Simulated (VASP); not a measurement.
# Mg3Zn2O5 in VASP: a series of runs

The runs below take Mg3Zn2O5 through single point, with PBE.

Program: VASP 6.6.1. These are calculated values, not measurements. Logs are shortened: lines on timing, memory, paths and dates and some standing lists are left out, and cuts for length are marked.

### Step 1. The cell of the first run

It takes space group Immm (No. 71, orthorhombic). Conventional cell: a = 3.036 Å, b = 4.282 Å, c = 15.139 Å, α = 90.00°, β = 90.00°, γ = 90.00°. Mg (site symmetry mm2) has 6 O at 2.12 to 2.14 Å within 2.8 Å. Mg (site symmetry mmm) has 6 O at 2.12 to 2.14 Å within 2.8 Å. Zn (site symmetry mm2) has 6 O at 2.14 to 2.17 Å within 2.8 Å. O (site symmetry mm2) has 4 Mg at 2.12 to 2.14 Å and 2 Zn at 2.17 Å within 2.8 Å. Within 2.8 Å of O (site symmetry mm2) lie 2 Mg at 2.12 Å and 4 Zn at 2.14 to 2.17 Å. O (site symmetry mmm) has 6 Mg at 2.14 Å within 2.8 Å.

### Step 2. Single point, PBE

The input, INCAR:

```
SYSTEM = Mg3Zn2O5
PREC = Accurate
ENCUT = 520
EDIFF = 1E-6
ISMEAR = 0
SIGMA = 0.1
LREAL = .False.
LASPH = .True.
NELM = 60
ALGO = Normal
ISIF = 2
LWAVE = .False.
LCHARG = .False.
GGA = PE
NBANDS = 41
```

The input, KPOINTS:

```
regular mesh
0
Gamma
  4 4 4
  0 0 0
```

The input, POSCAR:

```
Mg3Zn2O5
1.0
    3.0356716000      0.0000000000      0.0000000000
    0.0000000000     -4.2818894000      0.0000000000
   -1.5178358000      2.1409447000     -7.5693460000
Mg Zn O
3 2 5
Direct
    0.5995760000      0.5995760000      0.1991520000
    0.4004240000      0.4004240000      0.8008480000
    0.0000000000      0.0000000000      0.0000000000
    0.1996070000      0.1996070000      0.3992140000
    0.8003930000      0.8003930000      0.6007860000
    0.4025350000      0.9025350000      0.8050700000
    0.1975920000      0.6975920000      0.3951840000
    0.0000000000      0.5000000000      0.0000000000
    0.8024080000      0.3024080000      0.6048160000
    0.5974650000      0.0974650000      0.1949300000
```

Potentials or basis: VASP PAW PBE potentials, release 64 (Mg, Zn, O).

Started as:

```
$ cat potpaw_PBE.64/Mg/POTCAR potpaw_PBE.64/Zn/POTCAR potpaw_PBE.64/O/POTCAR > POTCAR
$ mpirun -np 1 vasp_std > vasp.out
```

OUTCAR:

```text
SYSTEM = Mg3Zn2O5
   PREC = Accurate
   ENCUT = 520
   EDIFF = 1E-6
   ISMEAR = 0
   LREAL = .False.
   LASPH = .True.
   NELM = 60
   ISIF = 2
   GGA = PE

 ion  position               nearest neighbor table
   1  0.600  0.600  0.199-   7 2.12   7 2.12   8 2.14   8 2.14  10 2.14  10 2.14   2 3.01   3 3.03
                             3 3.03   3 3.03   3 3.03   4 3.03   4 3.03   4 3.03   4 3.03   5 3.04
   2  0.400  0.400  0.801-   9 2.12   9 2.12   8 2.14   8 2.14   6 2.14   6 2.14   1 3.01   3 3.03
                             3 3.03   3 3.03   3 3.03   5 3.03   5 3.03   5 3.03   5 3.03   4 3.04
   3  0.000  0.000  0.000-  10 2.12   6 2.12  10 2.12   6 2.12   8 2.14   8 2.14   5 3.02   4 3.02
                             1 3.03   2 3.03   2 3.03   1 3.03   1 3.03   2 3.03   1 3.03   2 3.03
   4  0.200  0.200  0.399-   7 2.14   7 2.14  10 2.17  10 2.17   9 2.17   9 2.17   3 3.02   1 3.03
                             1 3.03   1 3.03   1 3.03   5 3.04   5 3.04   5 3.04   5 3.04   2 3.04
   5  0.800  0.800  0.601-   9 2.14   9 2.14   6 2.17   6 2.17   7 2.17   7 2.17   3 3.02   2 3.03
                             2 3.03   2 3.03   2 3.03   4 3.04   4 3.04   4 3.04   4 3.04   1 3.04
   6  0.403  0.903  0.805-   3 2.12   3 2.12   2 2.14   2 2.14   5 2.17   5 2.17
   7  0.198  0.698  0.395-   1 2.12   1 2.12   4 2.14   4 2.14   5 2.17   5 2.17
   8  0.000  0.500  0.000-   1 2.14   2 2.14   1 2.14   2 2.14   3 2.14   3 2.14
   9  0.802  0.302  0.605-   2 2.12   2 2.12   5 2.14   5 2.14   4 2.17   4 2.17
  10  0.597  0.097  0.195-   3 2.12   3 2.12   1 2.14   1 2.14   4 2.17   4 2.17

  LATTYP: Found a body centered orthorhombic cell.
 ALAT       =     3.0356716000
 B/A-ratio  =     1.4105245772
 C/A-ratio  =     4.9869333692

  Lattice vectors:

 A1 = (   1.5178358000,  -2.1409447000,   7.5693460000)
 A2 = (  -1.5178358000,   2.1409447000,   7.5693460000)
 A3 = (  -1.5178358000,  -2.1409447000,  -7.5693460000)

Analysis of symmetry for initial positions (statically):
=====================================================================
 Subroutine PRICEL returns:
 Original cell was already a primitive cell.

 Routine SETGRP: Setting up the symmetry group for a
 body centered orthorhombic supercell.

 Subroutine GETGRP returns: Found  8 space group operations
 (whereof  8 operations were pure point group operations)
 out of a pool of  8 trial point group operations.

The static configuration has the point symmetry D_2h.

Analysis of symmetry for dynamics (positions and initial velocities):
=====================================================================
 Subroutine PRICEL returns:
 Original cell was already a primitive cell.

 Routine SETGRP: Setting up the symmetry group for a
 body centered orthorhombic supercell.

 Subroutine GETGRP returns: Found  8 space group operations
 (whereof  8 operations were pure point group operations)
 out of a pool of  8 trial point group operations.

The dynamic configuration has the point symmetry D_2h.

 Subroutine INISYM returns: Found  8 space group operations
 (whereof  8 operations are pure point group operations),
 and found     1 'primitive' translations

----------------------------------------------------------------------------------------

                                     Primitive cell

  volume of cell :      98.3895

  direct lattice vectors                    reciprocal lattice vectors
     3.035671600  0.000000000  0.000000000     0.329416397  0.000000000 -0.066055905
     0.000000000 -4.281889400  0.000000000     0.000000000 -0.233541763 -0.066055905
    -1.517835800  2.140944700 -7.569346000     0.000000000  0.000000000 -0.132111810

  length of vectors
     3.035671600  4.281889400  8.011396170     0.335974024  0.242703807  0.132111810

  position of ions in fractional coordinates (direct lattice)
     0.599576000  0.599576000  0.199152000
     0.400424000  0.400424000  0.800848000
     0.000000000  0.000000000  0.000000000
     0.199607000  0.199607000  0.399214000
     0.800393000  0.800393000  0.600786000
     0.402535000  0.902535000  0.805070000
     0.197592000  0.697592000  0.395184000
     0.000000000  0.500000000  0.000000000
     0.802408000  0.302408000  0.604816000
     0.597465000  0.097465000  0.194930000

  ion indices of the primitive-cell ions
   primitive index   ion index
                 1           1
                 2           2
                 3           3
                 4           4
                 5           5
                 6           6
                 7           7
                 8           8
                 9           9
                10          10

----------------------------------------------------------------------------------------

 KPOINTS: regular mesh

Automatic generation of k-mesh.
 Grid dimensions read from file:
 generate k-points for:    4    4    4

 Generating k-lattice:

  Cartesian coordinates                     Fractional coordinates (reciprocal lattice)
     0.082354099  0.000000000 -0.016513976     0.250000000  0.000000000 -0.000000000
     0.000000000 -0.058385441 -0.016513976     0.000000000  0.250000000  0.000000000
     0.000000000  0.000000000 -0.033027952     0.000000000  0.000000000  0.250000000

  Length of vectors
     0.083993506  0.060675952  0.033027952

  Shift w.r.t. Gamma in fractional coordinates (k-lattice)
     0.000000000  0.000000000  0.000000000

 Subroutine IBZKPT returns following result:
 ===========================================

 Found     18 irreducible k-points:

 Following reciprocal coordinates:
            Coordinates               Weight
  0.000000  0.000000  0.000000      1.000000
  0.250000  0.000000  0.000000      4.000000
  0.500000  0.000000  0.000000      2.000000
  0.000000  0.250000  0.000000      4.000000
  0.250000  0.250000  0.000000      8.000000
  0.500000  0.250000  0.000000      8.000000
[... 10 lines left out ...]
  0.500000  0.500000  0.250000      2.000000
  0.000000  0.000000  0.500000      1.000000
   k-points           NKPTS =     18   k-points in BZ     NKDIM =     18   number of bands    NBANDS=     41
   number of dos      NEDOS =    301   number of ions     NIONS =     10
   total plane-waves  NPLWV =  46080
   dimension x,y,z NGX =    24 NGY =   32 NGZ =   60
   dimension x,y,z NGXF=    48 NGYF=   64 NGZF=  120
   ions per type =               3   2   5
   NGX,Y,Z   is equivalent  to a cutoff of  13.14, 12.42, 12.45 a.u.
   NGXF,Y,Z  is equivalent  to a cutoff of  26.29, 24.85, 24.90 a.u.
 SYSTEM =  Mg3Zn2O5
   PREC   = accura    normal or accurate (medium, high low for compatibility)
   ISTART =      0    job   : 0-new  1-cont  2-samecut
   ICHARG =      2    charge: 1-file 2-atom 10-const
   ISPIN  =      1    spin polarized calculation?
   LNONCOLLINEAR =      F non collinear calculations
   LSORBIT =      F    spin-orbit coupling
   LASPH  =      T    aspherical Exc in radial PAW
   ENCUT  =  520.0 eV  38.22 Ry    6.18 a.u.   5.64  7.96 14.90*2*pi/ulx,y,z
   NELM   =     60;   NELMIN=  2; NELMDL= -5     # of ELM steps
   EDIFF  = 0.1E-05   stopping-criterion for ELM
   LREAL  =      F    real-space projection
   EDIFFG = 0.1E-04   stopping-criterion for IOM
   NSW    =      0    number of steps for IOM
   IBRION =     -1    ionic relax: 0-MD 1-quasi-New 2-CG
   NFREE  =      0    steps in history (QN), initial steepest desc. (CG)
   ISIF   =      2    stress and relaxation
   ISYM   =      2    0-nonsym 1-usesym 2-fastsym
   POTIM  = 0.5000    time-step for ionic-motion
   TEBEG  =    0.0;   TEEND  =   0.0 temperature during run
   PSTRESS=    0.0 pullay stress
   NELECT =      60.0000    total number of electrons
   NUPDOWN=      -1.0000    fix difference up-down
   EMIN   =  10.00;   EMAX   =-10.00  energy-range for DOS
   EFERMI =   0.00;   METHOD = LEGACY
   ISMEAR =     0;   SIGMA  =   0.10  broadening in eV -4-tet -1-fermi 0-gaus
   EFERMI_NEDOS =   21; number of points for ismear=-14 and -15
   IALGO  =     38    algorithm
   IMIX   =      4    mixing-type and parameters
     AMIX     =   0.40;   BMIX     =  1.00
     AMIX_MAG =   1.60;   BMIX_MAG =  1.00
  volume/ion in A,a.u.               =       9.84        66.40
  Fermi-wavevector in a.u.,A,eV,Ry     =   1.388276  2.623461 26.222636  1.927309
  Thomas-Fermi vector in A             =   2.512417
   LORBIT       =      0    0 simple, 1 ext, 2 COOP (PROOUT), +10 PAW based schemes
   GGA     = PE    functional components
   LHFCALC =     F    Hartree Fock is set to
   AEXX    =    0.0000 exact exchange contribution
   IVDW    =     0    specifies the selected vdW correction
   LEPSILON=     F    determine dielectric tensor
   LRPA    =     F    only Hartree local field effects (RPA)
 non-spin polarized calculation
 Gauss-broadening in eV      SIGMA  =   0.10
  energy-cutoff  :      520.00
  volume of cell :       98.39
 maximum number of plane-waves:      2668
 NGX is ok and might be reduce to    24
   NGX = 11   NGY = 15   NGZ = 29

 number of electron      59.9999988 magnetization

 Free energy of the ion-electron system (eV)
  ---------------------------------------------------
  ext. energy  EPLUGINS =         0.00000000
  ---------------------------------------------------
  free energy    TOTEN  =       -53.00867886 eV

  energy without entropy =      -53.00867886  energy(sigma->0) =      -53.00867886

 E-fermi :   3.3483     XC(G=0): -11.4097

 val. band max:        2.8458573867   @ k =   0.2500   0.5000   0.0000
 cond. band min:       5.3794321061   @ k =   0.0000   0.0000   0.0000
 fundamental gap:      2.5335747193
 Fermi energy:         3.3482671661

 k-point     1 :       0.0000    0.0000    0.0000
  band No.  band energies     occupation
      1     -14.8920      2.00000
      2     -14.0285      2.00000
      3     -13.9741      2.00000
      4     -13.5039      2.00000
      5     -13.2455      2.00000
      6      -2.3544      2.00000
[... 33 lines left out ...]
     40      14.6187      0.00000
     41      14.8191      0.00000

 k-point     2 :       0.2500    0.0000    0.0000
  band No.  band energies     occupation
      1     -14.4925      2.00000
      2     -13.9225      2.00000
      3     -13.7036      2.00000
      4     -13.4438      2.00000
      5     -13.2203      2.00000
      6      -2.2445      2.00000
[... 33 lines left out ...]
     40      13.9382      0.00000
     41      14.2856      0.00000

 k-point     3 :       0.5000    0.0000    0.0000
  band No.  band energies     occupation
      1     -13.7996      2.00000
      2     -13.7813      2.00000
      3     -13.5880      2.00000
      4     -13.4204      2.00000
      5     -13.2831      2.00000
      6      -2.4993      2.00000
[... 33 lines left out ...]
     40      13.9316      0.00000
     41      13.9369      0.00000

 k-point     4 :       0.0000    0.2500    0.0000
  band No.  band energies     occupation
      1     -14.6706      2.00000
      2     -14.0307      2.00000
      3     -13.8121      2.00000
      4     -13.6290      2.00000
      5     -13.4019      2.00000
      6      -2.7907      2.00000
[... 561 lines left out ...]
     40      14.5112      0.00000
     41      15.7409      0.00000

 k-point    17 :       0.5000    0.5000    0.2500
  band No.  band energies     occupation
      1     -13.6914      2.00000
      2     -13.6747      2.00000
      3     -13.5291      2.00000
      4     -13.3718      2.00000
      5     -13.2286      2.00000
      6      -3.2332      2.00000
[... 33 lines left out ...]
     40      14.2954      0.00000
     41      14.3580      0.00000

 k-point    18 :       0.0000    0.0000    0.5000
  band No.  band energies     occupation
      1     -14.7280      2.00000
      2     -14.4946      2.00000
      3     -13.6410      2.00000
      4     -13.4974      2.00000
      5     -13.2746      2.00000
      6      -2.5361      2.00000
[... 33 lines left out ...]
     40      14.1402      0.00000
     41      14.8442      0.00000

------------------------ aborting loop because EDIFF is reached ----------------------------------------

  FORCE on cell =-STRESS in cart. coord.  units (eV):
  Direction    XX          YY          ZZ          XY          YZ          ZX
  --------------------------------------------------------------------------------------
  -------------------------------------------------------------------------------------
  Total        0.0368209     -0.0772324     -0.0719270      0.0000000      0.0000000      0.0000000
  in kB        0.5995933     -1.2576557     -1.1712617      0.0000000      0.0000000      0.0000000
  external PRESSURE =      -0.6097747 kB  Pullay stress =       0.0000000 kB

 VOLUME and BASIS-vectors are now :
 -----------------------------------------------------------------------------
  energy-cutoff  :      520.00
  volume of cell :       98.39
      direct lattice vectors                 reciprocal lattice vectors
     3.035671600  0.000000000  0.000000000     0.329416397  0.000000000 -0.066055905
     0.000000000 -4.281889400  0.000000000     0.000000000 -0.233541763 -0.066055905
    -1.517835800  2.140944700 -7.569346000     0.000000000  0.000000000 -0.132111810

 POSITION                                       TOTAL-FORCE (eV/Angst)
 -----------------------------------------------------------------------------------
      1.51784     -2.14094     -1.50745         0.000000      0.000000      0.005599
      0.00000      0.00000     -6.06190         0.000000      0.000000     -0.005599
      0.00000      0.00000      0.00000        -0.000000      0.000000      0.000000
      0.00000      0.00000     -3.02179        -0.000000      0.000000      0.004156
      1.51784     -2.14094     -4.54756         0.000000     -0.000000     -0.004156
      0.00000     -2.14094     -6.09385         0.000000      0.000000     -0.063814
      0.00000     -2.14094     -2.99128        -0.000000     -0.000000      0.060973
      0.00000     -2.14094      0.00000         0.000000     -0.000000      0.000000
      1.51784      0.00000     -4.57806         0.000000      0.000000     -0.060973
      1.51784      0.00000     -1.47549         0.000000      0.000000      0.063814
 -----------------------------------------------------------------------------------
    total drift:                               -0.000000     -0.000000     -0.000000

  FREE ENERGIE OF THE ION-ELECTRON SYSTEM (eV)
  ---------------------------------------------------
  free  energy   TOTEN  =       -53.0086788623 eV

  energy  without entropy=      -53.0086788623  energy(sigma->0) =      -53.00867886
```

Wall time 72 s (1 thread of AMD EPYC 9R45 (Zen 5), shared host); peak memory 0.2 GiB.

What came out:

```
Free energy            : -53.0087 eV
Pressure               : -0.1 GPa
Largest force          : 0.064 eV/Å
Band gap on the k mesh : 2.53 eV (least direct gap 2.77 eV)
```

Forces in eV/Å, atoms in the order of the input:
```
Mg   0.000  0.000  0.006
Mg   0.000  0.000 -0.006
Mg   0.000  0.000  0.000
Zn   0.000  0.000  0.004
Zn   0.000  0.000 -0.004
O    0.000  0.000 -0.064
O    0.000  0.000  0.061
O    0.000  0.000  0.000
O    0.000  0.000 -0.061
O    0.000  0.000  0.064
```

Caveat: the k points lie up to 0.53 Å⁻¹ apart.

(Part 1 of 2 ends here.)
